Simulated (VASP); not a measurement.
# Sr (P6_3/mmc) in VASP: a series of runs, part 2 of 2

VASP 6.6.1.

## Step 3: Electric field gradients, PBEsol

This run uses another cell than the first one, of 56.71 Å³/atom, 0.962 times its volume.

INCAR reads:

```
  ALGO = Normal
  EDIFF = 1E-8
  ENCUT = 520
  GGA = PS
  ISIF = 2
  ISMEAR = -1
  LASPH = True
  LCHARG = False
  LEFG = True
  LREAL = False
  LWAVE = False
  NBANDS = 17
  NELM = 80
  PREC = Accurate
  SIGMA = 0.08
```

KPOINTS reads:

```
k-points
0
Gamma
  10 10 5
```

POSCAR reads:

```
Sr
1.0
    4.3100002207      0.0000000000      0.0000000000
   -2.1550001104      3.7325696814      0.0000000000
    0.0000000000      0.0000000000      7.0500000000
Sr
2
Direct
    0.3333333333      0.6666666667      0.2500000000
    0.6666666667      0.3333333333      0.7500000000
```

Potentials or basis: VASP PAW PBE potentials, release 64 (Sr_sv).

Command:

```sh
$ cat potpaw_PBE.64/Sr_sv/POTCAR > POTCAR
$ mpirun -np 1 vasp_std > vasp.out
```

OUTCAR:

```text
EDIFF = 1E-8
   ENCUT = 520
   GGA = PS
   ISIF = 2
   ISMEAR = -1
   LASPH = True
   LREAL = False
   NELM = 80
   PREC = Accurate

 ion  position               nearest neighbor table
   1  0.333  0.667  0.250-   2 4.31   2 4.31   2 4.31   2 4.31   2 4.31   2 4.31
   2  0.667  0.333  0.750-   1 4.31   1 4.31   1 4.31   1 4.31   1 4.31   1 4.31

  LATTYP: Found a hexagonal cell.
 ALAT       =     4.3100002207
 C/A-ratio  =     1.6357307747

  Lattice vectors:

 A1 = (   4.3100002207,   0.0000000000,   0.0000000000)
 A2 = (  -2.1550001104,   3.7325696814,   0.0000000000)
 A3 = (   0.0000000000,   0.0000000000,   7.0500000000)

Analysis of symmetry for initial positions (statically):
=====================================================================
 Subroutine PRICEL returns:
 Original cell was already a primitive cell.

 Routine SETGRP: Setting up the symmetry group for a
 hexagonal supercell.

 Subroutine GETGRP returns: Found 24 space group operations
 (whereof 12 operations were pure point group operations)
 out of a pool of 24 trial point group operations.

The static configuration has the point symmetry D_3d.
 The point group associated with its full space group is D_6h.

Analysis of symmetry for dynamics (positions and initial velocities):
=====================================================================
 Subroutine PRICEL returns:
 Original cell was already a primitive cell.

 Routine SETGRP: Setting up the symmetry group for a
 hexagonal supercell.

 Subroutine GETGRP returns: Found 24 space group operations
 (whereof 12 operations were pure point group operations)
 out of a pool of 24 trial point group operations.

The dynamic configuration has the point symmetry D_3d.
 The point group associated with its full space group is D_6h.

 Subroutine INISYM returns: Found 24 space group operations
 (whereof 12 operations are pure point group operations),
 and found     1 'primitive' translations

----------------------------------------------------------------------------------------

                                     Primitive cell

  volume of cell :     113.4160

  direct lattice vectors                    reciprocal lattice vectors
     4.310000221  0.000000000  0.000000000     0.232018550  0.133955972  0.000000000
    -2.155000110  3.732569681  0.000000000     0.000000000  0.267911944  0.000000000
     0.000000000  0.000000000  7.050000000     0.000000000  0.000000000  0.141843972

  length of vectors
     4.310000221  4.310000221  7.050000000     0.267911944  0.267911944  0.141843972

  position of ions in fractional coordinates (direct lattice)
     0.333333333  0.666666667  0.250000000
     0.666666667  0.333333333  0.750000000

  ion indices of the primitive-cell ions
   primitive index   ion index
                 1           1
                 2           2

[... 77 lines left out ...]
   ISIF   =      2    stress and relaxation
   ISYM   =      2    0-nonsym 1-usesym 2-fastsym
   POTIM  = 0.5000    time-step for ionic-motion
   TEBEG  =    0.0;   TEEND  =   0.0 temperature during run
   PSTRESS=    0.0 pullay stress
   NELECT =      20.0000    total number of electrons
   NUPDOWN=      -1.0000    fix difference up-down
   EMIN   =  10.00;   EMAX   =-10.00  energy-range for DOS
   EFERMI =   0.00;   METHOD = LEGACY
   ISMEAR =    -1;   SIGMA  =   0.08  broadening in eV -4-tet -1-fermi 0-gaus
   EFERMI_NEDOS =   21; number of points for ismear=-14 and -15
   IALGO  =     38    algorithm
   IMIX   =      4    mixing-type and parameters
     AMIX     =   0.40;   BMIX     =  1.00
     AMIX_MAG =   1.60;   BMIX_MAG =  1.00
  volume/ion in A,a.u.               =      56.71       382.68
  Fermi-wavevector in a.u.,A,eV,Ry     =   0.918037  1.734838 11.466873  0.842791
  Thomas-Fermi vector in A             =   2.043073
   LORBIT       =      0    0 simple, 1 ext, 2 COOP (PROOUT), +10 PAW based schemes
   GGA     = PS    functional components
   LHFCALC =     F    Hartree Fock is set to
   AEXX    =    0.0000 exact exchange contribution
   IVDW    =     0    specifies the selected vdW correction
   LEPSILON=     F    determine dielectric tensor
   LRPA    =     F    only Hartree local field effects (RPA)
 non-spin polarized calculation
  energy-cutoff  :      520.00
  volume of cell :      113.42
 maximum number of plane-waves:      3069
   NGX = 17   NGY = 17   NGZ = 27

 number of electron      20.0000000 magnetization

 Free energy of the ion-electron system (eV)
  ---------------------------------------------------
  ext. energy  EPLUGINS =         0.00000000
  ---------------------------------------------------
  free energy    TOTEN  =        -3.67405935 eV

  energy without entropy =       -3.61391827  energy(sigma->0) =       -3.64398881

 E-fermi :   1.3990     XC(G=0):  -7.3370

 val. band max:        1.3888651841   @ k =   0.3000   0.3000   0.0000
 cond. band min:       1.4027103595   @ k =   0.2000  -0.0000   0.0000
 fundamental gap:      0.0138451754
 Fermi energy:         1.3989797299

 k-point     1 :       0.0000    0.0000    0.0000
  band No.  band energies     occupation
      1     -35.1988      2.00000
      2     -35.1867      2.00000
      3     -17.2792      2.00000
      4     -17.1308      2.00000
      5     -17.1308      2.00000
      6     -17.1064      2.00000
[... 457 lines left out ...]
      4     -17.2450      2.00000
      5     -17.1893      2.00000
      6     -17.1706      2.00000
[... 9 lines left out ...]
     16       5.1227      0.00000
     17       5.4271      0.00000

 [... further k-points ...]

------------------------ aborting loop because EDIFF is reached ----------------------------------------

  FORCE on cell =-STRESS in cart. coord.  units (eV):
  Direction    XX          YY          ZZ          XY          YZ          ZX
  --------------------------------------------------------------------------------------
  -------------------------------------------------------------------------------------
  Total       -0.6210202     -0.6210202     -0.5458322      0.0000000      0.0000000      0.0000000
  in kB       -8.7728755     -8.7728755     -7.7107288      0.0000000      0.0000000      0.0000000
  external PRESSURE =      -8.4188266 kB  Pullay stress =       0.0000000 kB

 VOLUME and BASIS-vectors are now :
 -----------------------------------------------------------------------------
  energy-cutoff  :      520.00
  volume of cell :      113.42
      direct lattice vectors                 reciprocal lattice vectors
     4.310000221  0.000000000  0.000000000     0.232018550  0.133955972  0.000000000
    -2.155000110  3.732569681  0.000000000     0.000000000  0.267911944  0.000000000
     0.000000000  0.000000000  7.050000000     0.000000000  0.000000000  0.141843972

 POSITION                                       TOTAL-FORCE (eV/Angst)
 -----------------------------------------------------------------------------------
     -0.00000      2.48838      1.76250         0.000000     -0.000000      0.000000
      2.15500      1.24419      5.28750        -0.000000      0.000000      0.000000
 -----------------------------------------------------------------------------------
    total drift:                               -0.000000      0.000000     -0.000000

  FREE ENERGIE OF THE ION-ELECTRON SYSTEM (eV)
  ---------------------------------------------------
  free  energy   TOTEN  =        -3.6740593528 eV

  energy  without entropy=       -3.6139182724  energy(sigma->0) =       -3.64398881

 Electric field gradients (V/A^2)
---------------------------------------------------------------------
 ion       V_xx      V_yy      V_zz      V_xy      V_xz      V_yz
---------------------------------------------------------------------
   1       2.073     2.073    -4.145     0.000     0.000    -0.000
   2       2.073     2.073    -4.145     0.000    -0.000     0.000
---------------------------------------------------------------------

 Electric field gradients after diagonalization (V/A^2)
 (convention: |V_zz| > |V_xx| > |V_yy|)
----------------------------------------------------------------------
 ion       V_xx      V_yy      V_zz     asymmetry (V_yy - V_xx)/ V_zz
----------------------------------------------------------------------
   1       2.073     2.073    -4.145       0.000
   2       2.073     2.073    -4.145       0.000
----------------------------------------------------------------------

           NMR quadrupolar parameters

 Cq : quadrupolar parameter    Cq=e*Q*V_zz/h
 eta: asymmetry parameters     (V_yy - V_xx)/ V_zz
 Q  : nuclear electric quadrupole moment in mb (millibarn)
----------------------------------------------------------------------
 ion       Cq(MHz)       eta       Q (mb)
----------------------------------------------------------------------
   1      -0.010       0.000       1.000
   2      -0.010       0.000       1.000
----------------------------------------------------------------------
```

stdout:

```text
POSCAR found type information on POSCAR Sr
 POSCAR found :  1 types and       2 ions
 scaLAPACK will be used
 -----------------------------------------------------------------------------
|                                                                             |
|                                                                             |
|     You enforced a specific xc type in the INCAR file but a different       |
|     I HOPE YOU KNOW WHAT YOU ARE DOING!                                     |
|                                                                             |
 -----------------------------------------------------------------------------

 LDA part: xc-table for (Slater+PW92), standard interpolation
 POSCAR, INCAR and KPOINTS ok, starting setup
 FFT: planning ... GRIDC
 FFT: planning ... GRID_SOFT
 FFT: planning ... GRID
 WAVECAR not read
 entering main loop
ion   1

ion   2
```

Wall time 2.3 min (1 thread of AMD EPYC 7R43 (Zen 3), shared host); peak memory 0.21 GiB.

Results:

* Free energy: -3.6741 eV
* Pressure: -0.8 GPa
* Band gap on the k mesh: zero (band 10 reaches 1.52 eV, above the bottom of band 11 at 1.39 eV)

Electric field gradients, principal values (V/Å²):
```csv
atom,least,middle,greatest (by size)
1 Sr,2.073,2.073,-4.145
2 Sr,2.073,2.073,-4.145
```

Caveat: without QUAD_EFG the Cq values of the log hold for a quadrupole moment of 1 mb, not for the nuclei; the PAW data sets were made with another functional, which shifts forces and pressure a little.

## Step 4: Electric field gradients, PBE (z stretched by -2 % at fixed volume)

INCAR reads:

```
PREC = Accurate
ENCUT = 520
EDIFF = 1E-8
ISMEAR = -1
SIGMA = 0.08
LREAL = F
LASPH = T
NELM = 100
ALGO = Normal
ISIF = 2
LWAVE = F
LCHARG = F
GGA = PE
LEFG = T
NBANDS = 17
```

KPOINTS reads:

```
Automatic mesh
0
Gamma
  10 10 5
```

POSCAR reads:

```
Sr
1.0
    4.3537576902      0.0000000000      0.0000000000
   -2.1768788451      3.7704647616      0.0000000000
    0.0000000000      0.0000000000      6.9090000000
Sr
2
Direct
    0.3333333333      0.6666666667      0.2500000000
    0.6666666667      0.3333333333      0.7500000000
```

Potentials or basis: VASP PAW PBE potentials, release 64 (Sr_sv).

Command:

```sh
$ cat potpaw_PBE.64/Sr_sv/POTCAR > POTCAR
$ mpirun -np 1 vasp_std > vasp.out
```

OUTCAR:

```text
PREC = Accurate
   ENCUT = 520
   EDIFF = 1E-8
   ISMEAR = -1
   LREAL = F
   LASPH = T
   NELM = 100
   ISIF = 2
   GGA = PE

 ion  position               nearest neighbor table
   1  0.333  0.667  0.250-   2 4.27   2 4.27   2 4.27   2 4.27   2 4.27   2 4.27
   2  0.667  0.333  0.750-   1 4.27   1 4.27   1 4.27   1 4.27   1 4.27   1 4.27

  LATTYP: Found a hexagonal cell.
 ALAT       =     4.3537576902
 C/A-ratio  =     1.5869050351

  Lattice vectors:

 A1 = (   4.3537576902,   0.0000000000,   0.0000000000)
 A2 = (  -2.1768788451,   3.7704647616,   0.0000000000)
 A3 = (   0.0000000000,   0.0000000000,   6.9090000000)

Analysis of symmetry for initial positions (statically):
=====================================================================
 Subroutine PRICEL returns:
 Original cell was already a primitive cell.

 Routine SETGRP: Setting up the symmetry group for a
[... 670 lines left out ...]
  energy-cutoff  :      520.00
  volume of cell :      113.42
      direct lattice vectors                 reciprocal lattice vectors
     4.353757690  0.000000000  0.000000000     0.229686646  0.132609647  0.000000000
    -2.176878845  3.770464762  0.000000000     0.000000000  0.265219293  0.000000000
     0.000000000  0.000000000  6.909000000     0.000000000  0.000000000  0.144738747

 POSITION                                       TOTAL-FORCE (eV/Angst)
 -----------------------------------------------------------------------------------
     -0.00000      2.51364      1.72725         0.000000      0.000000      0.000000
      2.17688      1.25682      5.18175        -0.000000     -0.000000      0.000000
 -----------------------------------------------------------------------------------
    total drift:                                0.000000     -0.000000      0.000000

  FREE ENERGIE OF THE ION-ELECTRON SYSTEM (eV)
  ---------------------------------------------------
  free  energy   TOTEN  =        -3.2885673127 eV

  energy  without entropy=       -3.2263333553  energy(sigma->0) =       -3.25745033

 Electric field gradients (V/A^2)
---------------------------------------------------------------------
 ion       V_xx      V_yy      V_zz      V_xy      V_xz      V_yz
---------------------------------------------------------------------
   1      -1.355    -1.355     2.709    -0.000    -0.000     0.000
   2      -1.355    -1.355     2.709    -0.000     0.000    -0.000
---------------------------------------------------------------------

 Electric field gradients after diagonalization (V/A^2)
 (convention: |V_zz| > |V_xx| > |V_yy|)
----------------------------------------------------------------------
 ion       V_xx      V_yy      V_zz     asymmetry (V_yy - V_xx)/ V_zz
----------------------------------------------------------------------
   1      -1.355    -1.355     2.709       0.000
   2      -1.355    -1.355     2.709       0.000
----------------------------------------------------------------------

           NMR quadrupolar parameters

 Cq : quadrupolar parameter    Cq=e*Q*V_zz/h
 eta: asymmetry parameters     (V_yy - V_xx)/ V_zz
 Q  : nuclear electric quadrupole moment in mb (millibarn)
----------------------------------------------------------------------
 ion       Cq(MHz)       eta       Q (mb)
----------------------------------------------------------------------
   1       0.007       0.000       1.000
   2       0.007       0.000       1.000
----------------------------------------------------------------------
```

stdout:

```text
POSCAR found type information on POSCAR Sr
 POSCAR found :  1 types and       2 ions
 scaLAPACK will be used
 LDA part: xc-table for (Slater+PW92), standard interpolation
 POSCAR, INCAR and KPOINTS ok, starting setup
 FFT: planning ... GRIDC
 FFT: planning ... GRID_SOFT
 FFT: planning ... GRID
 WAVECAR not read
 entering main loop
ion   1

ion   2
```

It took 62 s on 1 thread of Oxide Virtual Turin-like, shared host; peak memory 0.22 GiB.

What came out:

```
Free energy            : -3.2886 eV
Pressure               : -0.3 GPa
Band gap on the k mesh : zero (band 10 reaches 1.61 eV, above the bottom of band 11 at 1.43 eV)
```

Stress tensor (GPa, compression positive):
```
-0.48  0.00  0.00
 0.00 -0.48  0.00
 0.00  0.00  0.16
```

Levels at points of the mesh, in eV from the Fermi level:
```tsv
k point	band 7	band 8	band 9	band 10	band 11	band 12	band 13	band 14
(0.00, 0.00, 0.00)	-18.57	-18.57	-3.61	-1.04	0.13	2.23	2.23	2.41
(0.50, 0.00, 0.00)	-18.62	-18.59	-1.16	-0.58	0.11	0.23	1.33	1.93
```

Electric field gradients, principal values (V/Å²):
```
atom   least  middle  greatest (by size)
1 Sr  -1.355  -1.355               2.709
2 Sr  -1.355  -1.355               2.709
```

Caveat: the cell differs from its parent crystal (z stretched by -2 % at fixed volume); without QUAD_EFG the Cq values of the log hold for a quadrupole moment of 1 mb, not for the nuclei.

## Step 5: The runs side by side

```tsv
level	cell	gap on the mesh (eV)	pressure (GPa)
PBE	a = 4.367, b = 4.367, c = 7.143 Å, angles 90.0, 90.0, 120.0°, 2 atoms	none	-0.7
PBEsol	a = 4.310, b = 4.310, c = 7.050 Å, angles 90.0, 90.0, 120.0°, 2 atoms	none	-0.8
PBE	a = 4.354, b = 4.354, c = 6.909 Å, angles 90.0, 90.0, 120.0°, 2 atoms	none	-0.3
```

Alike in all rows: task electric field gradients; potentials or basis VASP PAW PBE potentials, release 64 (Sr_sv); no spin polarisation; k mesh 10 × 10 × 5; cutoff (eV) 520; smearing fermi-dirac 0.08 eV.

Caveats: the PAW data sets were made with another functional, which shifts forces and pressure a little (some runs).

Total energies depend on the potentials used, so only differences within one code and one set of settings carry meaning.
